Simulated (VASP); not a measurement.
Here is a VASP 6.6.1 calculation.

The input INCAR:

```
SYSTEM = AlRu
PREC = Accurate
ENCUT = 520
EDIFF = 1E-6
ISMEAR = -1
SIGMA = 0.05
LREAL = .False.
LASPH = .True.
NELM = 60
ALGO = Normal
ISIF = 2
LWAVE = .False.
LCHARG = .True.
LDIPOL = .True.
IDIPOL = 3
DIPOL = 0.5 0.5 0.500
GGA = CA
LELF = .True.
LVHAR = .True.
LVACPOTAV = .True.
NBANDS = 34
```

Contents of KPOINTS:

```
regular mesh
0
Gamma
  12 9 1
  0 0 0
```

The input POSCAR:

```
AlRu
1.0
    2.9535694198      0.0000000000      0.0000000000
    0.0000000000      4.1769779308      0.0000000000
    0.0000000000      0.0000000000     20.1770000000
Ru Al
3 3
Direct
    0.7500000000      0.2500000000      0.3964916011
    0.7500000000      0.7500000000      0.5000000000
    0.7500000000      0.2500000000      0.6035083989
    0.2500000000      0.7500000000      0.3964916011
    0.2500000000      0.2500000000      0.5000000000
    0.2500000000      0.7500000000      0.6035083989
```

Potentials or basis: VASP PAW LDA potentials, release 64 (Ru_pv, Al).

The run is started by

```console
$ cat potpaw_LDA.64/Ru_pv/POTCAR potpaw_LDA.64/Al/POTCAR > POTCAR
$ mpirun -np 1 vasp_std > vasp.out
```

Task: Estimate the largest force.

Result: 0.312 eV/Å.

Forces on the atoms (eV/Å):
```
Ru   0.000  0.000  0.312
Ru   0.000  0.000  0.000
Ru   0.000  0.000 -0.312
Al   0.000  0.000  0.013
Al   0.000  0.000  0.000
Al   0.000  0.000 -0.013
```
